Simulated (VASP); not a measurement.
# ZrSe2 (P-3m1) in VASP: a series of runs, part 2 of 2

VASP 6.6.1. The steps go on from the part before.

### 3 Single point, PBE-based screened hybrid with 100 % exact exchange

The input, POSCAR:

```
ZrSe2
1.0
    3.7881123196      0.0000000000      0.0000000000
   -1.8940561598      3.2806015011      0.0000000000
    0.0000000000      0.0000000000      6.1800627021
Zr Se
1 2
Direct
    0.0000000000      0.0000000000      0.0000000000
    0.3333333333      0.6666666667      0.2538098226
    0.6666666667      0.3333333333      0.7461901774
```

The input, INCAR.step1:

```
  PREC = Accurate
  ENCUT = 400
  EDIFF = 1E-5
  ISMEAR = 0
  SIGMA = 0.01
  LREAL = False
  LASPH = True
  NELM = 120
  ALGO = Normal
  ISIF = 2
  LWAVE = True
  LCHARG = False
  NBANDS = 19
  GGA = PE
  GGA_COMPAT = False
```

The input, INCAR.step2:

```
  PREC = Accurate
  ENCUT = 400
  EDIFF = 1E-6
  ISMEAR = 0
  SIGMA = 0.01
  LREAL = False
  LASPH = True
  NELM = 120
  ALGO = Normal
  ISIF = 2
  LWAVE = False
  LCHARG = False
  GGA = PE
  LHFCALC = True
  AEXX = 1.0
  HFSCREEN = 0.1
  PRECFOCK = Normal
  NBANDS = 19
  ISTART = 1
  ALDAC = 1.0
  AGGAC = 1.0
  GGA_COMPAT = False
```

The input, KPOINTS:

```
Automatic mesh
0
Gamma
  6 6 2
```

Potentials or basis: VASP PAW PBE potentials, release 64 (Zr_sv, Se).

Command:

```console
$ cat potpaw_PBE.64/Zr_sv/POTCAR potpaw_PBE.64/Se/POTCAR > POTCAR
$ cp INCAR.step1 INCAR
$ mpirun -np 1 vasp_std > vasp.out
$ cp INCAR.step2 INCAR
$ mpirun -np 1 vasp_std > vasp.out
```

OUTCAR:

```text
PREC = Accurate
   ENCUT = 400
   EDIFF = 1E-6
   ISMEAR = 0
   LREAL = False
   LASPH = True
   NELM = 120
   ISIF = 2
   GGA = PE
   LHFCALC = True
   AEXX = 1.0
   HFSCREEN = 0.1
   PRECFOCK = Normal
   ISTART = 1

 ion  position               nearest neighbor table
   1  0.000  0.000  0.000-   2 2.69   3 2.69   2 2.69   3 2.69   3 2.69   2 2.69
   2  0.333  0.667  0.254-   1 2.69   1 2.69   1 2.69
   3  0.667  0.333  0.746-   1 2.69   1 2.69   1 2.69
[... 501 lines left out ...]

  FORCE on cell =-STRESS in cart. coord.  units (eV):
  Direction    XX          YY          ZZ          XY          YZ          ZX
  --------------------------------------------------------------------------------------
  -------------------------------------------------------------------------------------
  Total       -1.5515516     -1.5515516     -2.1236151      0.0000000      0.0000000     -0.0000000
  in kB      -32.3673839    -32.3673839    -44.3013722      0.0000000      0.0000000     -0.0000000
  external PRESSURE =     -36.3453800 kB  Pullay stress =       0.0000000 kB

 VOLUME and BASIS-vectors are now :
 -----------------------------------------------------------------------------
  energy-cutoff  :      400.00
  volume of cell :       76.80
      direct lattice vectors                 reciprocal lattice vectors
     3.788112320  0.000000000  0.000000000     0.263983725  0.152411075  0.000000000
    -1.894056160  3.280601501  0.000000000     0.000000000  0.304822149  0.000000000
     0.000000000  0.000000000  6.180062702     0.000000000  0.000000000  0.161810656

 POSITION                                       TOTAL-FORCE (eV/Angst)
 -----------------------------------------------------------------------------------
      0.00000      0.00000      0.00000        -0.000000      0.000000      0.000000
     -0.00000      2.18707      1.56856        -0.000000      0.000000     -0.835716
      1.89406      1.09353      4.61150         0.000000     -0.000000      0.835716
 -----------------------------------------------------------------------------------
    total drift:                                0.000000      0.000000      0.000000

  FREE ENERGIE OF THE ION-ELECTRON SYSTEM (eV)
  ---------------------------------------------------
  free  energy   TOTEN  =       -40.1949235233 eV

  energy  without entropy=      -40.1949235233  energy(sigma->0) =      -40.19492352
```

Run time: 25 min. Hardware: 1 thread of AMD EPYC 9R45 (Zen 5), shared host; peak memory 0.26 GiB.

What came out:

```yaml
Free_energy: -40.1949 eV
Pressure: -3.6 GPa
Largest_force: 0.836 eV/Å
Band_gap_on_the_k_mesh: 4.99 eV (least direct gap 6.21 eV)
```

Forces in eV/Å, atoms in the order of the input:
```
Zr   0.000  0.000  0.000
Se   0.000  0.000 -0.836
Se   0.000  0.000  0.836
```

Stress tensor (GPa, compression positive):
```
-3.24  0.00  0.00
 0.00 -3.24  0.00
 0.00  0.00 -4.43
```

Caveat: the k points lie up to 0.51 Å⁻¹ apart; the PAW data sets were made with another functional, which shifts forces and pressure a little.

### 4 Single point, HSE06

POSCAR is that of step 3.

The input, INCAR.step1:

```
SYSTEM = ZrSe2
PREC = Accurate ; ENCUT = 400
EDIFF = 1E-5 ; ISMEAR = 0
SIGMA = 0.01 ; LREAL = .FALSE.
LASPH = .TRUE. ; NELM = 120
ALGO = Normal ; ISIF = 2
LWAVE = .TRUE. ; LCHARG = .FALSE.
NBANDS = 19 ; GGA = PE
GGA_COMPAT = .FALSE.
```

The input, INCAR.step2:

```
SYSTEM = ZrSe2
PREC = Accurate ; ENCUT = 400
EDIFF = 1E-6 ; ISMEAR = 0
SIGMA = 0.01 ; LREAL = .FALSE.
LASPH = .TRUE. ; NELM = 120
ALGO = Normal ; ISIF = 2
LWAVE = .FALSE. ; LCHARG = .FALSE.
GGA = PE ; LHFCALC = .TRUE.
HFSCREEN = 0.2079 ; PRECFOCK = Normal
NBANDS = 19 ; ISTART = 1
GGA_COMPAT = .FALSE.
```

The input, KPOINTS:

```
Automatic mesh
0
G
  6 6 2
  0 0 0
```

Command:

```console
$ cat potpaw_PBE.64/Zr_sv/POTCAR potpaw_PBE.64/Se/POTCAR > POTCAR
$ cp INCAR.step1 INCAR
$ mpirun -np 1 vasp_std > vasp.out
$ cp INCAR.step2 INCAR
$ mpirun -np 1 vasp_std > vasp.out
```

Wall time 25 min (1 thread of Intel Xeon Platinum 8259CL at 2.50GHz (Skylake/Cascade Lake), shared host); peak memory 0.29 GiB.

It converged, with:

| Item | Value |
| --- | --- |
| Free energy | -23.3228 eV |
| Pressure | 0.2 GPa |
| Largest force | 0.159 eV/Å |
| Band gap on the k mesh | 0.97 eV (least direct gap 1.80 eV) |

Forces on the atoms (eV/Å):
```
Zr   0.000  0.000  0.000
Se   0.000  0.000 -0.159
Se   0.000  0.000  0.159
```

Stress tensor (GPa, compression positive):
```
0.07 0.00 0.00
0.00 0.07 0.00
0.00 0.00 0.52
```

Levels at points of the mesh, in eV from the valence-band top:
```csv
k point,band 9,band 10,band 11,band 12,band 13,band 14,band 15,band 16
"(0.00, 0.00, 0.00)",-2.99,-0.05,-0.05,0.00,1.80,1.80,2.34,5.07
"(0.50, 0.00, 0.00)",-2.95,-2.78,-2.44,-1.54,1.16,3.48,3.88,5.70
"(0.00, 0.00, 0.50)",-2.93,-2.31,-0.24,-0.24,1.77,1.77,2.76,5.53
"(0.50, 0.00, 0.50)",-2.98,-2.83,-1.18,-1.13,0.97,3.47,3.86,5.30
```

Caveat: the k points lie up to 0.51 Å⁻¹ apart; the PAW data sets were made with another functional, which shifts forces and pressure a little; this functional lacks dispersion, which binds the layers, so the pressure and a relaxed spacing across them are unreliable.

### 5 Single point, PBE-based screened hybrid with 30 % exact exchange

POSCAR is that of step 4.

The input, INCAR.step1:

```
SYSTEM = ZrSe2
ALGO = Normal ; EDIFF = 1E-5
ENCUT = 400 ; GGA = PE
GGA_COMPAT = .False. ; ISIF = 2
ISMEAR = 0 ; LASPH = .True.
LCHARG = .False. ; LREAL = .False.
LWAVE = .True. ; NBANDS = 19
NELM = 120 ; PREC = Accurate
SIGMA = 0.01
```

The input, INCAR.step2:

```
SYSTEM = ZrSe2
AEXX = 0.3 ; ALGO = Normal
EDIFF = 1E-6 ; ENCUT = 400
GGA = PE ; GGA_COMPAT = .False.
HFSCREEN = 0.5 ; ISIF = 2
ISMEAR = 0 ; ISTART = 1
LASPH = .True. ; LCHARG = .False.
LHFCALC = .True. ; LREAL = .False.
LWAVE = .False. ; NBANDS = 19
NELM = 120 ; PREC = Accurate
PRECFOCK = Normal ; SIGMA = 0.01
```

The input, KPOINTS:

```
k-points
0
Gamma
  6 6 2
  0 0 0
```

Command:

```console
$ cat potpaw_PBE.64/Zr_sv/POTCAR potpaw_PBE.64/Se/POTCAR > POTCAR
$ cp INCAR.step1 INCAR
$ mpirun -np 1 vasp_std > vasp.out
$ cp INCAR.step2 INCAR
$ mpirun -np 1 vasp_std > vasp.out
```

Run time: 26 min. Hardware: 1 thread of Intel Xeon Platinum 8259CL at 2.50GHz (Skylake/Cascade Lake), shared host; peak memory 0.29 GiB.

The run converged. Its results:

```yaml
Free_energy: -21.8679 eV
Pressure: 0.5 GPa
Largest_force: 0.121 eV/Å
Band_gap_on_the_k_mesh: 0.66 eV (least direct gap 1.48 eV)
```

Forces in eV/Å, atoms in the order of the input:
```
Zr   0.000  0.000  0.000
Se   0.000  0.000 -0.121
Se   0.000  0.000  0.121
```

Stress tensor (GPa, compression positive):
```
0.32 0.00 0.00
0.00 0.32 0.00
0.00 0.00 0.73
```

Levels at points of the mesh, in eV from the valence-band top:
| k point | band 9 | band 10 | band 11 | band 12 | band 13 | band 14 | band 15 | band 16 |
| --- | --- | --- | --- | --- | --- | --- | --- | --- |
| (0.00, 0.00, 0.00) | -2.87 | -0.06 | -0.06 | 0.00 | 1.48 | 1.48 | 1.98 | 4.72 |
| (0.50, 0.00, 0.00) | -2.83 | -2.66 | -2.34 | -1.49 | 0.86 | 3.11 | 3.49 | 5.32 |
| (0.00, 0.00, 0.50) | -2.81 | -2.23 | -0.25 | -0.25 | 1.45 | 1.45 | 2.40 | 5.16 |
| (0.50, 0.00, 0.50) | -2.86 | -2.71 | -1.14 | -1.08 | 0.66 | 3.10 | 3.47 | 4.93 |

Caveat: the k points lie up to 0.51 Å⁻¹ apart; the PAW data sets were made with another functional, which shifts forces and pressure a little.

### 6 Overview

| level | share of exact exchange | screening parameter | gap on the mesh (eV) | pressure (GPa) | largest force (eV/Å) |
| --- | --- | --- | --- | --- | --- |
| HSE06 | 0.25 | 0.2079 1/Å | 0.97 | 0.2 | 0.16 |
| PBE-based screened hybrid with 100 % exact exchange | 1 | 0.1 1/Å | 4.99 | -3.6 | 0.84 |
| PBE-based screened hybrid with 30 % exact exchange | 0.3 | 0.5 1/Å | 0.66 | 0.5 | 0.12 |

Alike in all rows: task single point; potentials or basis VASP PAW PBE potentials, release 64 (Zr_sv, Se); no spin polarisation; cell as given; k mesh 6 × 6 × 2; cutoff (eV) 400; smearing gaussian 0.01 eV.

Caveats: all runs use coarse meshes; the PAW data sets were made with another functional, which shifts forces and pressure a little; this functional lacks dispersion, which binds the layers, so the pressure and a relaxed spacing across them are unreliable (at least some runs).

Total energies depend on the potentials used, so only differences within one code and one set of settings carry meaning.
